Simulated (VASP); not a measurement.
Write the native input for VASP 6.6.1 that does the following.

```yaml
Task: single point
Functional: LDA
Potentials_or_basis: VASP PAW LDA potentials, release 64 (Fe)
Cutoff: 520 eV
k_mesh: 22 × 22 × 22
Occupations: gaussian, width 0.05 eV
Spin: collinear spin, ferromagnetic start
Starting_moments: "[2.2] μB"
Dipole_correction: no
Further_INCAR_settings: ALGO = Normal; EDIFF = 1e-06; NBANDS = 14
```

The structure of Fe lies in POSCAR:

```
Fe
1.0
   -1.3748523950      1.3748523950      1.3748523950
    1.3748523950     -1.3748523950      1.3748523950
    1.3748523950      1.3748523950     -1.3748523950
Fe
1
Direct
    0.0000000000      0.0000000000      0.0000000000
```

These files were run (other wordings do the same):

INCAR

```
PREC = Accurate
ENCUT = 520
EDIFF = 1E-6
ISMEAR = 0
SIGMA = 0.05
LREAL = False
LASPH = True
NELM = 150
ALGO = Normal
ISIF = 2
LWAVE = False
LCHARG = True
ISPIN = 2
MAGMOM = 2.2
LORBIT = 11
LMAXMIX = 4
GGA = CA
LELF = True
LVHAR = True
NBANDS = 14
```

KPOINTS

```
Automatic mesh
0
Gamma
  22 22 22
```

Potentials or basis: VASP PAW LDA potentials, release 64 (Fe).

Command:

```bash
$ cat potpaw_LDA.64/Fe/POTCAR > POTCAR
$ mpirun -np 1 vasp_std > vasp.out
```

Results of the run:

| Property | Result |
| --- | --- |
| Pressure | -1.0 GPa |
| Net moment | 1.94 μB per cell |
| Site moments | Fe +1.91 μB |
| Valence electrons inside the program's atomic spheres | Fe 7.48 |

It took 47 s on 1 thread of AMD EPYC 9R45 (Zen 5), with other jobs on the host, peak memory 0.14 GiB.
